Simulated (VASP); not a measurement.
# NbRu3 (Pm-3m) in VASP: a series of runs

NbRu3 is run at these levels: LDA; tasks: single point, relaxation of cell and atoms.

Everything below comes from runs of VASP 6.6.1. Logs are shortened: lines on timing, memory, paths and dates and some standing lists are left out, and cuts for length are marked.

## (1) The cell of the first run

Symmetry: Pm-3m, No. 221, cubic system. Conventional cell: a = 3.827 Å, b = 3.827 Å, c = 3.827 Å, α = 90.00°, β = 90.00°, γ = 90.00°. Within 3.6 Å of Nb (site symmetry m-3m) lie 12 Ru at 2.71 Å. Ru (site symmetry 4/mmm) has 4 Nb at 2.71 Å and 8 Ru at 2.71 Å within 3.6 Å.

## (2) Single point, LDA

INCAR

```
SYSTEM = NbRu3
PREC = Accurate ; ENCUT = 520
EDIFF = 1E-7 ; ISMEAR = 0
SIGMA = 0.1 ; LREAL = .FALSE.
LASPH = .TRUE. ; NELM = 100
ALGO = Normal ; ISIF = 2
LWAVE = .FALSE. ; LCHARG = .FALSE.
NBANDS = 36
```

KPOINTS

```
Automatic mesh
0
G
  12 12 12
  0 0 0
```

POSCAR

```
NbRu3
1.0
    3.8274978404      0.0000000000      0.0000000000
    0.0000000000      3.8274978404      0.0000000000
    0.0000000000      0.0000000000      3.8274978404
Nb Ru
1 3
Direct
    0.0000000000      0.0000000000      0.0000000000
    0.0000000000      0.5000000000      0.5000000000
    0.5000000000      0.0000000000      0.5000000000
    0.5000000000      0.5000000000      0.0000000000
```

Potentials or basis: VASP PAW LDA potentials, release 64 (Nb_sv, Ru_pv).

On the command line:

```console
> cat potpaw_LDA.64/Nb_sv/POTCAR potpaw_LDA.64/Ru_pv/POTCAR > POTCAR
> mpirun -np 1 vasp_std > vasp.out
```

OUTCAR:

```text
SYSTEM = NbRu3
   PREC = Accurate
   ENCUT = 520
   EDIFF = 1E-7
   ISMEAR = 0
   LREAL = .FALSE.
   LASPH = .TRUE.
   NELM = 100
   ISIF = 2

 ion  position               nearest neighbor table
   1  0.000  0.000  0.000-   2 2.71   3 2.71   4 2.71   2 2.71   3 2.71   2 2.71   4 2.71   2 2.71
                             3 2.71   4 2.71   3 2.71   4 2.71
   2  0.000  0.500  0.500-   1 2.71   3 2.71   4 2.71   1 2.71   4 2.71   1 2.71   3 2.71   1 2.71
                             3 2.71   4 2.71   4 2.71   3 2.71
   3  0.500  0.000  0.500-   1 2.71   2 2.71   4 2.71   1 2.71   4 2.71   2 2.71   4 2.71   4 2.71
                             1 2.71   2 2.71   1 2.71   2 2.71
   4  0.500  0.500  0.000-   1 2.71   2 2.71   3 2.71   2 2.71   3 2.71   1 2.71   3 2.71   3 2.71
                             1 2.71   2 2.71   2 2.71   1 2.71

  LATTYP: Found a simple cubic cell.
 ALAT       =     3.8274978404

  Lattice vectors:

 A1 = (   3.8274978404,   0.0000000000,   0.0000000000)
 A2 = (   0.0000000000,   3.8274978404,   0.0000000000)
 A3 = (   0.0000000000,   0.0000000000,   3.8274978404)

Analysis of symmetry for initial positions (statically):
=====================================================================
 Subroutine PRICEL returns:
 Original cell was already a primitive cell.

 Routine SETGRP: Setting up the symmetry group for a
 simple cubic supercell.

 Subroutine GETGRP returns: Found 48 space group operations
 (whereof 48 operations were pure point group operations)
 out of a pool of 48 trial point group operations.

The static configuration has the point symmetry O_h .

Analysis of symmetry for dynamics (positions and initial velocities):
=====================================================================
 Subroutine PRICEL returns:
 Original cell was already a primitive cell.

 Routine SETGRP: Setting up the symmetry group for a
 simple cubic supercell.

 Subroutine GETGRP returns: Found 48 space group operations
 (whereof 48 operations were pure point group operations)
 out of a pool of 48 trial point group operations.

The dynamic configuration has the point symmetry O_h .

 Subroutine INISYM returns: Found 48 space group operations
 (whereof 48 operations are pure point group operations),
 and found     1 'primitive' translations

----------------------------------------------------------------------------------------

                                     Primitive cell

  volume of cell :      56.0718

  direct lattice vectors                    reciprocal lattice vectors
     3.827497840  0.000000000  0.000000000     0.261267293  0.000000000  0.000000000
     0.000000000  3.827497840  0.000000000     0.000000000  0.261267293  0.000000000
     0.000000000  0.000000000  3.827497840     0.000000000  0.000000000  0.261267293

  length of vectors
     3.827497840  3.827497840  3.827497840     0.261267293  0.261267293  0.261267293

  position of ions in fractional coordinates (direct lattice)
     0.000000000  0.000000000  0.000000000
     0.000000000  0.500000000  0.500000000
     0.500000000  0.000000000  0.500000000
     0.500000000  0.500000000  0.000000000

  ion indices of the primitive-cell ions
   primitive index   ion index
                 1           1
                 2           2
                 3           3
                 4           4

----------------------------------------------------------------------------------------

 KPOINTS: Automatic mesh

Automatic generation of k-mesh.
 Grid dimensions read from file:
 generate k-points for:   12   12   12

 Generating k-lattice:

  Cartesian coordinates                     Fractional coordinates (reciprocal lattice)
     0.021772274  0.000000000  0.000000000     0.083333333  0.000000000  0.000000000
     0.000000000  0.021772274  0.000000000     0.000000000  0.083333333  0.000000000
     0.000000000  0.000000000  0.021772274     0.000000000  0.000000000  0.083333333

  Length of vectors
     0.021772274  0.021772274  0.021772274

  Shift w.r.t. Gamma in fractional coordinates (k-lattice)
     0.000000000  0.000000000  0.000000000

 Subroutine IBZKPT returns following result:
 ===========================================

 Found     84 irreducible k-points:

 Following reciprocal coordinates:
            Coordinates               Weight
  0.000000  0.000000  0.000000      1.000000
  0.083333  0.000000  0.000000      6.000000
  0.166667  0.000000  0.000000      6.000000
  0.250000  0.000000  0.000000      6.000000
  0.333333  0.000000  0.000000      6.000000
  0.416667  0.000000  0.000000      6.000000
[... 16 lines left out ...]
  0.333333  0.333333  0.000000     12.000000
  0.416667  0.333333  0.000000     24.000000
 [... further k-points ...]
   k-points           NKPTS =     84   k-points in BZ     NKDIM =     84   number of bands    NBANDS=     36
   number of dos      NEDOS =    301   number of ions     NIONS =      4
   total plane-waves  NPLWV =  21952
   dimension x,y,z NGX =    28 NGY =   28 NGZ =   28
   dimension x,y,z NGXF=    56 NGYF=   56 NGZF=   56
   ions per type =               1   3
   NGX,Y,Z   is equivalent  to a cutoff of  12.16, 12.16, 12.16 a.u.
   NGXF,Y,Z  is equivalent  to a cutoff of  24.32, 24.32, 24.32 a.u.
 SYSTEM =  NbRu3
   PREC   = accura    normal or accurate (medium, high low for compatibility)
   ISTART =      0    job   : 0-new  1-cont  2-samecut
   ICHARG =      2    charge: 1-file 2-atom 10-const
   ISPIN  =      1    spin polarized calculation?
   LNONCOLLINEAR =      F non collinear calculations
   LSORBIT =      F    spin-orbit coupling
   LASPH  =      T    aspherical Exc in radial PAW
   ENCUT  =  520.0 eV  38.22 Ry    6.18 a.u.   7.12  7.12  7.12*2*pi/ulx,y,z
   NELM   =    100;   NELMIN=  2; NELMDL= -5     # of ELM steps
   EDIFF  = 0.1E-06   stopping-criterion for ELM
   LREAL  =      F    real-space projection
   EDIFFG = 0.1E-05   stopping-criterion for IOM
   NSW    =      0    number of steps for IOM
   IBRION =     -1    ionic relax: 0-MD 1-quasi-New 2-CG
   NFREE  =      0    steps in history (QN), initial steepest desc. (CG)
   ISIF   =      2    stress and relaxation
   ISYM   =      2    0-nonsym 1-usesym 2-fastsym
   POTIM  = 0.5000    time-step for ionic-motion
   TEBEG  =    0.0;   TEEND  =   0.0 temperature during run
   PSTRESS=    0.0 pullay stress
   NELECT =      55.0000    total number of electrons
   NUPDOWN=      -1.0000    fix difference up-down
   EMIN   =  10.00;   EMAX   =-10.00  energy-range for DOS
   EFERMI =   0.00;   METHOD = LEGACY
   ISMEAR =     0;   SIGMA  =   0.10  broadening in eV -4-tet -1-fermi 0-gaus
   EFERMI_NEDOS =   21; number of points for ismear=-14 and -15
   IALGO  =     38    algorithm
   IMIX   =      4    mixing-type and parameters
     AMIX     =   0.40;   BMIX     =  1.00
     AMIX_MAG =   1.60;   BMIX_MAG =  1.00
  volume/ion in A,a.u.               =      14.02        94.60
  Fermi-wavevector in a.u.,A,eV,Ry     =   1.626600  3.073828 35.998670  2.645828
  Thomas-Fermi vector in A             =   2.719533
   LORBIT       =      0    0 simple, 1 ext, 2 COOP (PROOUT), +10 PAW based schemes
   GGA     = CA    functional components
   LHFCALC =     F    Hartree Fock is set to
   AEXX    =    0.0000 exact exchange contribution
   IVDW    =     0    specifies the selected vdW correction
   LEPSILON=     F    determine dielectric tensor
   LRPA    =     F    only Hartree local field effects (RPA)
 non-spin polarized calculation
 Gauss-broadening in eV      SIGMA  =   0.10
  energy-cutoff  :      520.00
  volume of cell :       56.07
 maximum number of plane-waves:      1532
   NGX = 15   NGY = 15   NGZ = 15

 number of electron      55.0000009 magnetization

 Free energy of the ion-electron system (eV)
  ---------------------------------------------------
  ext. energy  EPLUGINS =         0.00000000
  ---------------------------------------------------
  free energy    TOTEN  =       -43.85228386 eV

  energy without entropy =      -43.83355606  energy(sigma->0) =      -43.84291996

 E-fermi :  12.7465     XC(G=0): -14.1514

 val. band max:       12.7374945203   @ k =   0.5000   0.3333   0.3333
 cond. band min:      12.7716676364   @ k =   0.1667   0.1667   0.0000
 fundamental gap:      0.0341731161
 Fermi energy:        12.7464695640

 k-point     1 :       0.0000    0.0000    0.0000
  band No.  band energies     occupation
      1     -41.6228      2.00000
      2     -29.8865      2.00000
      3     -29.8865      2.00000
      4     -29.8865      2.00000
      5     -29.4400      2.00000
      6     -29.4400      2.00000
[... 28 lines left out ...]
     35      17.7378      0.00000
     36      17.7378      0.00000

 k-point     2 :       0.0833    0.0000    0.0000
  band No.  band energies     occupation
      1     -41.6229      2.00000
      2     -29.8798      2.00000
      3     -29.8798      2.00000
      4     -29.8754      2.00000
      5     -29.4421      2.00000
      6     -29.4421      2.00000
[... 28 lines left out ...]
     35      17.7304      0.00000
     36      18.3339      0.00000

 k-point     3 :       0.1667    0.0000    0.0000
  band No.  band energies     occupation
      1     -41.6234      2.00000
      2     -29.8605      2.00000
      3     -29.8605      2.00000
      4     -29.8425      2.00000
      5     -29.4490      2.00000
      6     -29.4490      2.00000
[... 28 lines left out ...]
     35      17.7116      0.00000
     36      19.4228      0.00000

 k-point     4 :       0.2500    0.0000    0.0000
  band No.  band energies     occupation
      1     -41.6241      2.00000
      2     -29.8312      2.00000
      3     -29.8312      2.00000
      4     -29.7902      2.00000
      5     -29.4617      2.00000
      6     -29.4617      2.00000
[... 28 lines left out ...]
     35      17.6888      0.00000
     36      20.6180      0.00000

 k-point     5 :       0.3333    0.0000    0.0000
  band No.  band energies     occupation
      1     -41.6248      2.00000
      2     -29.7975      2.00000
      3     -29.7975      2.00000
      4     -29.7218      2.00000
      5     -29.4798      2.00000
      6     -29.4798      2.00000
[... 655 lines left out ...]
 k-point    22 :       0.5000    0.2500    0.0000
  band No.  band energies     occupation
      1     -41.6245      2.00000
      2     -29.8038      2.00000
      3     -29.7091      2.00000
      4     -29.6888      2.00000
      5     -29.5291      2.00000
      6     -29.5162      2.00000
[... 28 lines left out ...]
     35      16.0335      0.00000
     36      20.8633      0.00000

 k-point    23 :       0.3333    0.3333    0.0000
  band No.  band energies     occupation
      1     -41.6242      2.00000
      2     -29.8409      2.00000
      3     -29.6970      2.00000
      4     -29.6880      2.00000
      5     -29.5866      2.00000
      6     -29.4856      2.00000
[... 28 lines left out ...]
     35      17.5388      0.00000
     36      19.2654      0.00000

 k-point    24 :       0.4167    0.3333    0.0000
  band No.  band energies     occupation
      1     -41.6240      2.00000
      2     -29.8311      2.00000
      3     -29.7318      2.00000
      4     -29.6591      2.00000
      5     -29.5531      2.00000
      6     -29.4951      2.00000
[... 28 lines left out ...]
     35      17.1373      0.00000
     36      19.5626      0.00000

 [... further k-points ...]
[... 5 lines left out ...]
  --------------------------------------------------------------------------------------
  -------------------------------------------------------------------------------------
  Total        0.2074381      0.2074381      0.2074381     -0.0000000     -0.0000000     -0.0000000
  in kB        5.9272639      5.9272639      5.9272639     -0.0000000     -0.0000000     -0.0000000
  external PRESSURE =       5.9272639 kB  Pullay stress =       0.0000000 kB

 VOLUME and BASIS-vectors are now :
 -----------------------------------------------------------------------------
  energy-cutoff  :      520.00
  volume of cell :       56.07
      direct lattice vectors                 reciprocal lattice vectors
     3.827497840  0.000000000  0.000000000     0.261267293  0.000000000  0.000000000
     0.000000000  3.827497840  0.000000000     0.000000000  0.261267293  0.000000000
     0.000000000  0.000000000  3.827497840     0.000000000  0.000000000  0.261267293

 POSITION                                       TOTAL-FORCE (eV/Angst)
 -----------------------------------------------------------------------------------
      0.00000      0.00000      0.00000         0.000000      0.000000      0.000000
      0.00000      1.91375      1.91375         0.000000      0.000000      0.000000
      1.91375      0.00000      1.91375         0.000000      0.000000      0.000000
      1.91375      1.91375      0.00000         0.000000      0.000000      0.000000
 -----------------------------------------------------------------------------------
    total drift:                                0.000000      0.000000      0.000000

  FREE ENERGIE OF THE ION-ELECTRON SYSTEM (eV)
  ---------------------------------------------------
  free  energy   TOTEN  =       -43.8522838642 eV

  energy  without entropy=      -43.8335560552  energy(sigma->0) =      -43.84291996
```

Wall time 94 s (1 thread of Intel Xeon 6975P-C (Granite Rapids), shared host); peak memory 0.24 GiB.

What came out:

```yaml
Free_energy: -43.8523 eV
Pressure: 0.6 GPa
```

## (3) Relaxation of cell and atoms, LDA

This run uses another cell than the first one, of 14.76 Å³/atom, 1.053 times its volume.

INCAR

```
PREC = Accurate
ENCUT = 600
EDIFF = 1E-6
ISMEAR = 0
SIGMA = 0.1
LREAL = F
LASPH = T
NELM = 100
ALGO = Normal
ISIF = 3
LWAVE = F
LCHARG = F
GGA = CA
IBRION = 2
NSW = 70
EDIFFG = -0.005
```

KPOINTS

```
Automatic mesh
0
Gamma
  12 12 12
```

POSCAR

```
NbRu3
1.0
    3.8939254719      0.0000000000      0.0000000000
    0.0000000000      3.8939254719      0.0000000000
    0.0000000000      0.0000000000      3.8939254719
Nb Ru
1 3
Direct
    0.0000000000      0.0000000000      0.0000000000
    0.0000000000      0.5000000000      0.5000000000
    0.5000000000      0.0000000000      0.5000000000
    0.5000000000      0.5000000000      0.0000000000
```

Potentials or basis: VASP PAW LDA potentials, release 64 (Nb_sv, Ru_pv).

On the command line:

```console
> cat potpaw_LDA.64/Nb_sv/POTCAR potpaw_LDA.64/Ru_pv/POTCAR > POTCAR
> mpirun -np 1 vasp_std > vasp.out
```

Run time: 8.2 min. Hardware: 1 thread of Intel Xeon 6975P-C (Granite Rapids), shared host; peak memory 0.29 GiB.

The run converged. Its results:

| Quantity | Value |
| --- | --- |
| Free energy | -43.8551 eV |
| Relaxed volume | 14.04 Å³/atom |
| Relaxed cell | a = 3.830 Å, b = 3.830 Å, c = 3.830 Å, α = 90.00°, β = 90.00°, γ = 90.00° |
| Space group after relaxing (to 0.05 Å) | Pm-3m (No. 221) |
| Energy gained by relaxing | 32.5 meV/atom |
| Ionic steps | 7 |
| Pressure after relaxing | 0.0 GPa |

The path:
```tsv
step	energy change (eV)	largest force (eV/Å)	pressure (GPa)	volume (Å³)
1	0.0000	0.0000	-13.88	59.04
2	1.0979	0.0000	60.48	48.78
3	-0.1295	0.0000	-0.82	56.33
4	-0.1299	0.0000	-0.20	56.21
5	-0.1299	0.0000	0.10	56.16
6	-0.1299	0.0000	-0.24	56.22
7	-0.1299	0.0000	0.00	56.17
```

Final structure:
```
Nb Ru
1.0
     3.82983    0.00000    0.00000
     0.00000    3.82983    0.00000
     0.00000    0.00000    3.82983
Nb Ru
1 3
Cartesian
  0.0000 0.0000 0.0000
  0.0000 1.9149 1.9149
  1.9149 0.0000 1.9149
  1.9149 1.9149 0.0000
```

Levels at points of the mesh, in eV from the Fermi level:
| k point | band 26 | band 27 | band 28 | band 29 | band 30 | band 31 |
| --- | --- | --- | --- | --- | --- | --- |
| (0.00, 0.00, 0.00) | 1.89 | 2.44 | 2.44 | 2.44 | 3.82 | 3.82 |
| (0.50, 0.00, 0.00) | -0.43 | -0.43 | -0.36 | 0.93 | 1.13 | 1.13 |
| (0.50, 0.50, 0.00) | -1.05 | -0.99 | -0.99 | -0.11 | -0.02 | 1.59 |
| (0.50, 0.50, 0.50) | 1.06 | 1.75 | 1.75 | 1.75 | 1.94 | 1.94 |
